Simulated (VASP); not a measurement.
Mg5O:

```
Mg O
1.0
     3.10000    0.00000    0.00000
    -1.55000    2.68468    0.00000
     0.00000    0.00000   24.40000
Mg O
10 2
Direct
  0.00000 0.00000 0.00000
  0.66667 0.33333 0.90200
  0.33333 0.66667 0.09800
  0.33333 0.66667 0.80100
  0.00000 0.00000 0.70100
  0.66667 0.33333 0.19900
  0.00000 0.00000 0.29900
  0.00000 0.00000 0.50000
  0.66667 0.33333 0.60000
  0.33333 0.66667 0.40000
  0.66667 0.33333 0.04900
  0.33333 0.66667 0.95100
```

| Property | Result |
| --- | --- |
| Program | VASP 6.6.1 |
| Task | relaxation of cell and atoms |
| Functional | PBE |
| Potentials or basis | VASP PAW PBE potentials, release 64 (Mg, O) |
| Cutoff | 600 eV |
| k mesh | 6 × 6 × 1 |
| Occupations | gaussian, width 0.2 eV |
| Spin | no spin polarisation |

At the start: pressure 4.0 GPa; volume 16.92 Å³/atom.

Where does the relaxation end?

Over 8 steps the energy falls by 26.2 meV/atom and the volume is 18.11 Å³/atom (+7.0 %); space group P-3m1 (No. 164, to 0.05 Å).

The path:
```csv
step,energy change (eV),largest force (eV/Å),pressure (GPa),volume (Å³)
1,0.0000,0.2419,3.99,203.07
2,-0.2563,0.3624,0.06,215.66
3,-0.2613,0.4303,-0.53,217.89
4,-0.2906,0.2501,-0.29,217.20
5,-0.2968,0.2060,-0.09,216.71
6,-0.3056,0.1202,0.10,216.21
7,-0.3105,0.0948,0.41,215.44
8,-0.3148,0.0689,-0.01,217.29
```

Final structure:
```xyz
12
Lattice="3.1181 0.0000 0.0000 -1.5591 2.7004 0.0000 0.0000 0.0000 25.8060" Properties=species:S:1:pos:R:3 pbc="T T T"
Mg    0.0000    0.0000   25.8060
Mg    1.5591    0.9001   23.3436
Mg    0.0000    1.8003    2.4624
Mg    0.0000    1.8003   20.7110
Mg    0.0000    0.0000   18.0656
Mg    1.5591    0.9001    5.0951
Mg    0.0000    0.0000    7.7404
Mg   -1.5591    2.7004   12.9030
Mg    1.5591    0.9001   15.4845
Mg    0.0000    1.8003   10.3216
O     1.5591    0.9001    1.2088
O     0.0000    1.8003   24.5972
```

Caveat: the k points lie up to 0.39 Å⁻¹ apart in the final cell; the relaxation stopped at a loose force limit of 0.08 eV/Å, so its end isn't a converged minimum.
